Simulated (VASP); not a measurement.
Sn: single point with r2SCAN

The system is Sn.

```
Sn
1.0
     5.47048    0.00000    0.00000
    -2.73524    4.73757    0.00000
     0.00000    0.00000    3.18221
Sn
3
Direct
  0.00000 0.00000 0.00000
  0.33333 0.66667 0.50000
  0.66667 0.33333 0.50000
```

This isn't the form of Sn at room conditions, which is tetragonal (white tin).

```yaml
Program: VASP 6.6.1
Task: single point
Functional: r2SCAN
Potentials_or_basis: VASP PAW PBE potentials, release 64 (Sn_d)
Cutoff: 520 eV
k_mesh: 3 × 3 × 6
Occupations: gaussian, width 0.1 eV
Spin: no spin polarisation
Dipole_correction: no
Further_INCAR_settings: ALGO = Normal; EDIFF = 1e-07; NBANDS = 28
```

```yaml
Pressure: -0.2 GPa
Band_gap_on_the_k_mesh: zero (bands 21 and 22 overlap by 3.64 eV)
```

Stress tensor (GPa, compression positive):
```
-0.23  0.00  0.00
 0.00 -0.23  0.00
 0.00  0.00 -0.12
```

Levels at points of the mesh, in eV from the Fermi level:
```tsv
k point	band 18	band 19	band 20	band 21	band 22	band 23	band 24	band 25
(0.00, 0.00, 0.00)	-6.23	-3.24	-3.24	-3.16	-3.16	3.58	7.30	7.49
(0.00, 0.00, 0.50)	-2.86	-1.99	-1.78	-1.23	-0.95	-0.95	0.47	0.47
```

Run time: 2.6 min on 1 thread of Intel Xeon 8259CL (shared host), peak memory 0.21 GiB.

Caveat: the k points lie up to 0.44 Å⁻¹ apart, too coarse for converged energies and pressures of a metal; the PAW data sets were made with another functional, which shifts forces and pressure a little; spin-orbit coupling is left out, which moves the levels of the heavy elements.
